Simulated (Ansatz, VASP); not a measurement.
**Ir in VASP and in Ansatz**

File INCAR:

```
SYSTEM = Ir
ALGO = Fast
EDIFF = 1E-7
ENCUT = 520
GGA = PS
ISIF = 2
ISMEAR = 0
LASPH = .TRUE.
LCHARG = .FALSE.
LREAL = .FALSE.
LWAVE = .FALSE.
NBANDS = 10
NELM = 100
PREC = Accurate
SIGMA = 0.15
```

The input KPOINTS:

```
k-points
0
G
  24 24 24
  0 0 0
```

The input POSCAR:

```
Ir
1.0
    0.0000000000      1.8596696490      2.0456366139
    1.8596696490      0.0000000000      2.0456366139
    1.8596696490      1.8596696490      0.0000000000
Ir
1
Direct
    0.0000000000      0.0000000000      0.0000000000
```

Input for Ansatz:

```yaml
crystal:
  lattice:
    - [0.0, 1.859669649, 2.0456366139]
    - [1.859669649, 0.0, 2.0456366139]
    - [1.859669649, 1.859669649, 0.0]
  atoms:
    - { symbol: Ir, position: [0.0, 0.0, 0.0] }
basis:
  ecutwfc: 420
kpoints:
  mp_grid: { grid: [24, 24, 24] }
hamiltonian:
  xc: pbesol
scf:
  occupations: { method: gaussian, width: 0.15 }
output:
  forces: true
  stress: true
  eigenvalues: true
```

Alike in both runs: task single point; functional PBEsol; k mesh 24 × 24 × 24; occupations gaussian, width 0.15 eV; no spin polarisation.

|  | VASP | Ansatz |
| --- | --- | --- |
| version | VASP 6.6.1 | Ansatz 0.2.0 |
| potentials or method | VASP PAW PBE potentials, release 64 (Ir), cutoff 520 eV | scalar-relativistic, plane waves, PAW |
| valence electrons in the cell | 9 | 17 |

```csv
,VASP,Ansatz,Ansatz less VASP
gap on the k mesh at the Fermi level (eV),none,none,-
pressure (GPa),0.7,-0.3,-0.96
"traceless stress, the component that is largest in VASP (GPa)",-24.54,-24.59,-0.050
```

VASP's potentials were made for PBE, not for PBEsol. A gap of «none» marks a metal or a gap that the smearing closes. VASP's potentials hold 9 valence electrons a cell and Ansatz's 17, so a difference there can come from the potentials and not from the codes.

Neither program's run includes spin-orbit coupling.
